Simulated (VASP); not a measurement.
# Mg8O9 (a cell with a defect) in VASP: further runs, part 2 of 3

VASP 6.6.1. The steps go on from the part before.

## Step 3: Single point, LDA, collinear spin, zero start

INCAR

```
PREC     = Accurate       # precision mode
ENCUT    = 520            # plane-wave cutoff, eV
EDIFF    = 1E-7           # SCF threshold, eV
ISMEAR   = -1             # smearing method
SIGMA    = 0.05           # smearing width, eV
LREAL    = Auto         
LASPH    = True           # aspherical terms in the spheres
NELM     = 150            # most SCF steps
ALGO     = Normal         # electronic algorithm
ISIF     = 2              # what is computed and relaxed
LWAVE    = False          # write WAVECAR
LCHARG   = True           # write CHGCAR
ISPIN    = 2              # spin polarisation
MAGMOM   = 0 0 0 0 0 0 0 0 0 0 0 0 0 0 0 0 0 # initial moments
LORBIT   = 11             # projections on sites
LELF     = True           # ELF
LVHAR    = True         
NBANDS   = 53             # bands
```

KPOINTS

```
regular mesh
0
Gamma
  2 2 2
```

POSCAR

```
Mg8O9
1.0
    0.0000000000      3.8990000000      3.8990000000
    3.8990000000      0.0000000000      3.8990000000
    3.8990000000      3.8990000000      0.0000000000
Mg O
8 9
Direct
   -0.0170171839      0.0771864581     -0.0165298795
    0.0493588100      0.0336624776      0.4742882790
    0.0413182867      0.5631956912     -0.0545011541
    0.0240061554      0.5540651449      0.4385996409
    0.5191972301      0.0436650423     -0.0446652988
    0.4956912029     -0.0006668377      0.4859451141
    0.4931777379      0.5565786099     -0.0416517056
    0.5186201590      0.5320851500      0.4696332393
    0.2633752244      0.2850474481      0.2074890998
    0.2631572198      0.2893434214      0.7053731726
    0.2486663247      0.7993203385      0.2098871506
    0.2606694024      0.7991664529      0.7163503462
    0.7386252885      0.1723005899      0.3735573224
    0.7651064375      0.2871890228      0.7209156194
    0.7571941523      0.7875096179      0.2258784304
    0.7675686073      0.7643113619      0.7425621954
    0.7763272634      0.4043344447      1.1194665299
```

Potentials or basis: VASP PAW LDA potentials, release 64 (Mg, O).

Command:

```bash
$ cat potpaw_LDA.64/Mg/POTCAR potpaw_LDA.64/O/POTCAR > POTCAR
$ mpirun -np 1 vasp_std > vasp.out
```

OUTCAR:

```text
PREC = Accurate
   ENCUT = 520
   EDIFF = 1E-7
   ISMEAR = -1
   LREAL = Auto
   LASPH = True
   NELM = 150
   ISIF = 2
   ISPIN = 2
   LORBIT = 11

 ion  position               nearest neighbor table
   1  0.983  0.077  0.983-  14 1.88  17 1.89  11 1.93  10 1.94  15 2.02  13 2.06  12 2.13   7 2.68
                             4 2.71   5 2.74   3 2.75   6 2.76   2 2.76   2 2.79   3 2.79   5 2.80
   2  0.049  0.034  0.474-  13 1.75  12 1.77   9 1.83  14 1.96  11 1.97  16 2.15   6 2.40  17 2.48
                             3 2.60   8 2.68   4 2.71   5 2.73   1 2.76   1 2.79   5 2.80   4 2.82
   3  0.041  0.563  0.945-  17 1.69  12 1.78  16 1.88   9 1.90  15 1.98  10 2.02   7 2.51   2 2.60
                             8 2.63   4 2.65   1 2.75  13 2.75   5 2.76   5 2.77   1 2.79   4 2.87
   4  0.024  0.554  0.439-  11 1.83  15 1.88   9 1.95  10 1.98  16 2.02  14 2.05   7 2.62   3 2.65
                             6 2.70   1 2.71   2 2.71   8 2.76   8 2.77   2 2.82   1 2.83   6 2.85
   5  0.519  0.044  0.955-  14 1.91   9 1.93  16 1.93  10 1.97  15 1.98  11 2.01  13 2.64   8 2.69
                             2 2.73   1 2.74   7 2.75   6 2.75   3 2.76   7 2.77   3 2.77   6 2.79
   6  0.496  0.999  0.486-  12 1.70  13 1.72  15 1.85  10 2.00   9 2.00  16 2.07   2 2.40   7 2.53
                             8 2.56  17 2.70   4 2.70   5 2.75   1 2.76   5 2.79   1 2.81   4 2.85
   7  0.493  0.557  0.958-  17 1.81  12 1.85  16 1.89  11 1.93   9 1.96  14 1.98   3 2.51   6 2.53
                             4 2.62  13 2.63   1 2.68   8 2.70   5 2.75   5 2.77   8 2.83   1 2.85
   8  0.519  0.532  0.470-  13 1.92  15 1.93  14 1.94  10 1.94  17 1.96  12 2.00  11 2.07   6 2.56
                             3 2.63   2 2.68   5 2.69   7 2.70   4 2.76   4 2.77   7 2.83   5 2.83
   9  0.263  0.285  0.207-   2 1.83   3 1.90   5 1.93   4 1.95   7 1.96   6 2.00
[... 5 lines left out ...]
  14  0.765  0.287  0.721-   1 1.88   5 1.91   8 1.94   2 1.96   7 1.98   4 2.05
  15  0.757  0.788  0.226-   6 1.85   4 1.88   8 1.93   3 1.98   5 1.98   1 2.02
  16  0.768  0.764  0.743-   3 1.88   7 1.89   5 1.93   4 2.02   6 2.07   2 2.15
  17  0.776  0.404  0.119-  13 1.35   3 1.69   7 1.81   1 1.89   8 1.96   2 2.48   6 2.70

  LATTYP: Found a face centered cubic cell.
 ALAT       =     7.7980000000

  Lattice vectors:

 A1 = (   0.0000000000,   3.8990000000,   3.8990000000)
 A2 = (   3.8990000000,   0.0000000000,   3.8990000000)
 A3 = (   3.8990000000,   3.8990000000,   0.0000000000)

Analysis of symmetry for initial positions (statically):
=====================================================================
 Subroutine PRICEL returns:
 Original cell was already a primitive cell.

 Routine SETGRP: Setting up the symmetry group for a
 face centered cubic supercell.

 Subroutine GETGRP returns: Found  1 space group operations
 (whereof  1 operations were pure point group operations)
 out of a pool of 48 trial point group operations.

The static configuration has the point symmetry C_1 .

Analysis of symmetry for dynamics (positions and initial velocities):
=====================================================================
 Subroutine PRICEL returns:
 Original cell was already a primitive cell.

 Routine SETGRP: Setting up the symmetry group for a
 face centered cubic supercell.

 Subroutine GETGRP returns: Found  1 space group operations
 (whereof  1 operations were pure point group operations)
 out of a pool of 48 trial point group operations.

The dynamic configuration has the point symmetry C_1 .

Analysis of structural, dynamic, and magnetic symmetry:
=====================================================================
 Subroutine PRICEL returns:
 Original cell was already a primitive cell.

 Routine SETGRP: Setting up the symmetry group for a
 face centered cubic supercell.

 Subroutine GETGRP returns: Found  1 space group operations
 (whereof  1 operations were pure point group operations)
 out of a pool of 48 trial point group operations.

The overall configuration has the point symmetry C_1 .

 Subroutine INISYM returns: Found  1 space group operations
 (whereof  1 operations are pure point group operations),
 and found     1 'primitive' translations
[... 136 lines left out ...]
   IVDW    =     0    specifies the selected vdW correction
   LEPSILON=     F    determine dielectric tensor
   LRPA    =     F    only Hartree local field effects (RPA)
 spin polarized calculation
  energy-cutoff  :      520.00
  volume of cell :      118.55
 maximum number of plane-waves:      3250
 NGX is ok and might be reduce to    42
   NGX = 21   NGY = 21   NGZ = 21

 number of electron      70.0000003 magnetization       0.0000000

 number of electron      70.0000003 magnetization      -0.0000000

 Free energy of the ion-electron system (eV)
  ---------------------------------------------------
  ext. energy  EPLUGINS =         0.00000000
  ---------------------------------------------------
  free energy    TOTEN  =      -101.93648192 eV

  energy without entropy =     -101.93648192  energy(sigma->0) =     -101.93648192

 E-fermi :   8.1073     XC(G=0): -13.0382

 val. band max:        6.9002663822   @ k =   0.0000   0.5000   0.5000
 cond. band min:      12.5225511365   @ k =   0.0000   0.0000   0.0000
 fundamental gap:      5.6222847544
 Fermi energy:         8.1072866249

 spin component 1

 k-point     1 :       0.0000    0.0000    0.0000
  band No.  band energies     occupation
      1     -17.4963      1.00000
      2     -12.9541      1.00000
      3     -11.7089      1.00000
      4     -11.1497      1.00000
      5     -10.8384      1.00000
      6     -10.7669      1.00000
[... 389 lines left out ...]
     46      17.7133      0.00000
     47      17.9842      0.00000
 Fermi energy:         8.1072866249

 spin component 2

 k-point     1 :       0.0000    0.0000    0.0000
  band No.  band energies     occupation
      1     -17.4963      1.00000
      2     -12.9541      1.00000
      3     -11.7089      1.00000
      4     -11.1497      1.00000
      5     -10.8384      1.00000
      6     -10.7669      1.00000
[... 389 lines left out ...]
     46      17.7133      0.00000
     47      17.9842      0.00000
 [bands above 47 left out]

------------------------ aborting loop because EDIFF is reached ----------------------------------------

  FORCE on cell =-STRESS in cart. coord.  units (eV):
  Direction    XX          YY          ZZ          XY          YZ          ZX
  --------------------------------------------------------------------------------------
  -------------------------------------------------------------------------------------
  Total       45.4203421     61.9753068     75.5417560      0.1916594     -1.4562562     -0.8224753
  in kB      613.8627528    837.6055884   1020.9581891      2.5903053    -19.6815215    -11.1158768
  external PRESSURE =     824.1421768 kB  Pullay stress =       0.0000000 kB

 VOLUME and BASIS-vectors are now :
 -----------------------------------------------------------------------------
  energy-cutoff  :      520.00
  volume of cell :      118.55
      direct lattice vectors                 reciprocal lattice vectors
     0.000000000  3.899000000  3.899000000    -0.128238010  0.128238010  0.128238010
     3.899000000  0.000000000  3.899000000     0.128238010 -0.128238010  0.128238010
     3.899000000  3.899000000  0.000000000     0.128238010  0.128238010 -0.128238010

 POSITION                                       TOTAL-FORCE (eV/Angst)
 -----------------------------------------------------------------------------------
      4.13550      7.66720      4.13360        -1.208531      0.557866     -0.039908
      1.98050      2.04170      0.32370         0.023795     -0.948165     -2.053672
      5.88240      3.84760      2.35700        -0.394343     -0.243776      0.544740
      3.87040      1.80370      2.25390         1.628384      1.628998     -2.003738
      3.89510      5.74920      2.19460        -1.023062     -0.176181     -0.731677
      5.79110      3.82740      5.82910         1.422563      0.205392      2.399414
[... 9 lines left out ...]
      5.87530      5.88800      5.97280        -0.552414     -2.078494      1.753381
      2.04230      3.49270      4.60340         0.103618     -1.792480     -1.894822
 -----------------------------------------------------------------------------------
    total drift:                                0.006479     -0.004150     -0.001784

  FREE ENERGIE OF THE ION-ELECTRON SYSTEM (eV)
  ---------------------------------------------------
  free  energy   TOTEN  =      -101.9364819206 eV

  energy  without entropy=     -101.9364819206  energy(sigma->0) =     -101.93648192

 total charge

# of ion       s       p       d       tot
------------------------------------------
    1        0.191   0.280   0.149   0.620
    2        0.229   0.348   0.187   0.765
    3        0.232   0.363   0.199   0.794
    4        0.200   0.292   0.147   0.639
    5        0.195   0.282   0.141   0.618
    6        0.239   0.370   0.202   0.811
[... 9 lines left out ...]
   16        1.544   3.680   0.000   5.224
   17        1.602   3.675   0.000   5.277
--------------------------------------------------
tot         15.698  35.846   1.346  52.890

 magnetization (x)

# of ion       s       p       d       tot
------------------------------------------
    1       -0.000  -0.000  -0.000  -0.000
    2       -0.000  -0.000  -0.000  -0.000
    3        0.000   0.000  -0.000   0.000
    4        0.000   0.000   0.000   0.000
    5       -0.000  -0.000  -0.000  -0.000
    6       -0.000  -0.000  -0.000  -0.000
[... 9 lines left out ...]
   16       -0.000  -0.000   0.000  -0.000
   17        0.000  -0.000   0.000  -0.000
--------------------------------------------------
tot          0.000   0.000  -0.000   0.000
```

Run time: 2 min. Hardware: 1 thread of AMD EPYC 9R45 (Zen 5), shared host; peak memory 0.23 GiB.

Results:

```yaml
Free_energy: -101.9365 eV
Pressure: 82.4 GPa
Largest_force: 3.053 eV/Å
Band_gap_on_the_k_mesh: 5.62 eV
Net_moment: 0.00 μB per cell
Valence_electrons_inside_the_program's_atomic_spheres: Mg 0.62, 0.77, 0.79, 0.64, 0.81, 0.71; O 5.25, 5.21, 5.23, 5.35, 5.29, 5.22, 5.28
```

Forces on the atoms (eV/Å):
```
Mg  -1.209  0.558 -0.040
Mg   0.024 -0.948 -2.054
Mg  -0.394 -0.244  0.545
Mg   1.628  1.629 -2.004
Mg  -1.023 -0.176 -0.732
Mg   1.423  0.205  2.399
Mg  -0.299  0.541  0.279
Mg  -0.568 -0.638 -0.343
O    0.441  0.667  1.493
O    0.937  0.004 -0.146
O    0.214  1.046  1.362
O   -0.108  1.177 -2.022
O   -0.987  0.977 -0.197
O    0.736 -0.184  0.649
O   -0.365 -0.743  0.951
O   -0.552 -2.078  1.753
O    0.104 -1.792 -1.895
```

Levels at points of the mesh, in eV from the valence-band top:
Spin up:
```
           k point  band 33  band 34  band 35  band 36  band 37  band 38
(0.00, 0.00, 0.00)    -1.49    -1.43    -1.12     5.62     6.72     6.99
(0.50, 0.00, 0.00)    -1.80    -1.56    -0.19     7.13     7.39     7.90
(0.00, 0.50, 0.00)    -1.45    -0.99    -0.37     5.87     7.48     7.51
(0.00, 0.00, 0.50)    -1.26    -0.88    -0.21     5.78     7.40     7.71
(0.50, 0.50, 0.50)    -1.75    -1.31    -0.37     7.14     7.37     8.14
(0.50, 0.50, 0.00)    -1.45    -0.66    -0.19     5.82     8.64     8.95
(0.00, 0.50, 0.50)    -2.06    -0.67     0.00     7.14     8.59     8.89
(0.50, 0.00, 0.50)    -1.38    -0.95    -0.36     5.89     8.79     8.91
```
Spin down:
```tsv
k point	band 33	band 34	band 35	band 36	band 37	band 38
(0.00, 0.00, 0.00)	-1.49	-1.43	-1.12	5.62	6.72	6.99
(0.50, 0.00, 0.00)	-1.80	-1.56	-0.19	7.13	7.39	7.90
(0.00, 0.50, 0.00)	-1.45	-0.99	-0.37	5.87	7.48	7.51
(0.00, 0.00, 0.50)	-1.26	-0.88	-0.21	5.78	7.40	7.71
(0.50, 0.50, 0.50)	-1.75	-1.31	-0.37	7.14	7.37	8.14
(0.50, 0.50, 0.00)	-1.45	-0.66	-0.19	5.82	8.64	8.95
(0.00, 0.50, 0.50)	-2.06	-0.67	0.00	7.14	8.59	8.89
(0.50, 0.00, 0.50)	-1.38	-0.95	-0.36	5.89	8.79	8.91
```

Caveat: the k points lie up to 0.70 Å⁻¹ apart.

## Step 4: Single point, LDA, collinear spin, zero start

INCAR

```
PREC = Accurate ; ENCUT = 520
EDIFF = 1E-7 ; ISMEAR = -1
SIGMA = 0.05 ; LREAL = Auto
LASPH = T ; NELM = 150
ALGO = Normal ; ISIF = 2
LWAVE = F ; LCHARG = T
ISPIN = 2 ; MAGMOM = 0 0 0 0 0 0 0 0 0 0 0 0 0 0 0 0 0
LORBIT = 11 ; LELF = T
LVHAR = T ; NBANDS = 53
```

KPOINTS

```
Automatic mesh
0
Gamma
  2 2 2
```

POSCAR

```
Mg8O9
1.0
    0.0000000000      3.8990000000      3.8990000000
    3.8990000000      0.0000000000      3.8990000000
    3.8990000000      3.8990000000      0.0000000000
Mg O
8 9
Direct
    0.0206078482      0.0511028469     -0.0177096691
    0.0522569890      0.0410746345      0.4840087202
    0.0392664786      0.5769684534     -0.0662734034
    0.0291484996      0.5607206976      0.4553603488
    0.5285329572      0.0444344704     -0.0443062324
    0.5188766350      0.0186201590      0.4607591690
    0.5062195435      0.5623364965     -0.0715439856
    0.5251602975      0.5372146704      0.4267760964
    0.2855988715      0.2919594768      0.2067324955
    0.2594767889      0.3071043857      0.7117466017
    0.2690176968      0.8040523211      0.2088997179
    0.2821364452      0.8223005899      0.6948063606
    0.7818286740      0.1600795076      0.3428956143
    0.7689151064      0.3256988972      0.6839958964
    0.8043216209      0.7927032572      0.1942677610
    0.7542575019      0.8034752501      0.7355604001
    0.7824057451      0.4111054116      1.0947165940
```

Command:

```bash
$ cat potpaw_LDA.64/Mg/POTCAR potpaw_LDA.64/O/POTCAR > POTCAR
$ mpirun -np 1 vasp_std > vasp.out
```

Wall time 2.1 min (1 thread of AMD EPYC 9R45 (Zen 5), shared host); peak memory 0.23 GiB.

Results (log left out):

- Free energy: -101.7197 eV
- Pressure: 84.2 GPa
- Largest force: 4.427 eV/Å
- Band gap on the k mesh: 5.34 eV
- Net moment: 0.00 μB per cell
- Valence electrons inside the program's atomic spheres: Mg 0.64, 0.80, 0.77, 0.63, 0.82, 0.74, 0.62; O 5.22, 5.26, 5.34, 5.28, 5.21, 5.25

Forces in eV/Å, atoms in the order of the input:
```
Mg  -0.228 -1.782  1.327
Mg   0.123 -1.526 -0.060
Mg  -0.690  1.504  2.343
Mg   0.227 -0.010 -1.304
Mg   1.019 -0.650  0.761
Mg   0.755 -0.276  0.492
Mg   0.459  1.027  0.029
Mg   1.047  2.004  0.501
O    0.166 -0.713  0.716
O   -0.801  0.648  0.872
O   -0.275  0.861  0.576
O   -0.318  1.371 -4.197
O    0.188 -0.734  1.478
O    0.017  1.087 -0.888
O    1.039 -1.340 -1.361
O   -2.423 -0.540  1.120
O   -0.307 -0.930 -2.402
```

Stress tensor (GPa, compression positive):
```
64.27 -0.60 -0.47
-0.60 91.85  0.57
-0.47  0.57 96.62
```

Levels at points of the mesh, in eV from the valence-band top:
Spin up:
```
           k point  band 33  band 34  band 35  band 36  band 37  band 38
(0.00, 0.00, 0.00)    -1.33    -1.23    -1.19     5.90     6.73     7.19
(0.50, 0.00, 0.00)    -1.66    -1.55    -0.27     6.74     7.68     8.25
(0.00, 0.50, 0.00)    -1.26    -0.96    -0.62     5.34     7.80     7.89
(0.00, 0.00, 0.50)    -1.13    -0.88    -0.61     5.37     7.75     7.88
(0.50, 0.50, 0.50)    -1.75    -1.56    -0.26     6.73     7.64     8.31
(0.50, 0.50, 0.00)    -1.29    -0.72    -0.63     5.38     8.92     9.18
(0.00, 0.50, 0.50)    -1.75    -0.62     0.00     6.74     8.92     9.13
(0.50, 0.00, 0.50)    -1.25    -0.80    -0.61     5.38     8.84     9.25
```
Spin down:
```
           k point  band 33  band 34  band 35  band 36  band 37  band 38
(0.00, 0.00, 0.00)    -1.33    -1.23    -1.19     5.90     6.73     7.19
(0.50, 0.00, 0.00)    -1.66    -1.55    -0.27     6.74     7.68     8.25
(0.00, 0.50, 0.00)    -1.26    -0.96    -0.62     5.34     7.80     7.89
(0.00, 0.00, 0.50)    -1.13    -0.88    -0.61     5.37     7.75     7.88
(0.50, 0.50, 0.50)    -1.75    -1.56    -0.26     6.73     7.64     8.31
(0.50, 0.50, 0.00)    -1.29    -0.72    -0.63     5.38     8.92     9.18
(0.00, 0.50, 0.50)    -1.75    -0.62     0.00     6.74     8.92     9.13
(0.50, 0.00, 0.50)    -1.25    -0.80    -0.61     5.38     8.84     9.25
```

Caveat: the k points lie up to 0.70 Å⁻¹ apart.

(Part 2 of 3 ends here.)
